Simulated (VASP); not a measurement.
The system is Sn2As3.

```
Sn As
1.0
     4.01180    0.00000    0.00000
    -2.00590    3.47432    0.00000
     0.00000    0.00000    9.27424
Sn As
2 3
Direct
  0.33333 0.66667 0.18363
  0.66667 0.33333 0.81637
  0.00000 0.00000 0.00000
  0.33333 0.66667 0.56875
  0.66667 0.33333 0.43125
```

```yaml
Program: VASP 6.6.1
Task: relaxation of cell and atoms
Functional: PBE
Potentials_or_basis: VASP PAW PBE potentials, release 64 (Sn_d, As)
Cutoff: 600 eV
k_mesh: 12 × 12 × 4
Occupations: gaussian, width 0.1 eV
Spin: no spin polarisation
```

At the start: pressure -0.1 GPa; volume 25.85 Å³/atom.

Question: Where does the relaxation end?

Answer: Over 17 steps the energy falls by 7.2 meV/atom and the volume is 25.50 Å³/atom (-1.4 %); space group P-3m1 (No. 164, to 0.1 Å) before and after.

Step by step:
| step | energy change (eV) | largest force (eV/Å) | pressure (GPa) | volume (Å³) |
| --- | --- | --- | --- | --- |
| 1 | 0.0000 | 0.1461 | -0.05 | 129.27 |
| 2 | -0.0095 | 0.1124 | -0.20 | 129.11 |
| 3 | -0.0274 | 0.0908 | -0.61 | 128.58 |
| 4 | -0.0280 | 0.1253 | -0.72 | 128.43 |
| 5 | -0.0324 | 0.1041 | -0.20 | 126.96 |
| 6 | -0.0326 | 0.0981 | -0.06 | 126.57 |
| 7 | -0.0334 | 0.0763 | 0.01 | 126.60 |
| 8 | -0.0342 | 0.0358 | 0.13 | 126.66 |
| 9 | -0.0343 | 0.0233 | 0.17 | 126.67 |
| 10 | -0.0348 | 0.0169 | 0.01 | 127.17 |
| 11 | -0.0349 | 0.0163 | -0.09 | 127.50 |
| 12 | -0.0353 | 0.0034 | -0.05 | 127.49 |
| 13 | -0.0356 | 0.0156 | 0.02 | 127.47 |
| 14 | -0.0357 | 0.0242 | 0.05 | 127.47 |
| 15 | -0.0358 | 0.0030 | -0.07 | 127.70 |
| 16 | -0.0358 | 0.0056 | -0.05 | 127.66 |
| 17 | -0.0359 | 0.0056 | 0.00 | 127.49 |

Final structure:
```
CELL_PARAMETERS angstrom
3.90025 0.00000 0.00000
-1.95013 3.37772 0.00000
0.00000 0.00000 9.67768
ATOMIC_POSITIONS crystal
Sn 0.33333 0.66667 0.18243
Sn 0.66667 0.33333 0.81757
As 0.00000 0.00000 0.00000
As 0.33333 0.66667 0.57083
As 0.66667 0.33333 0.42917
```
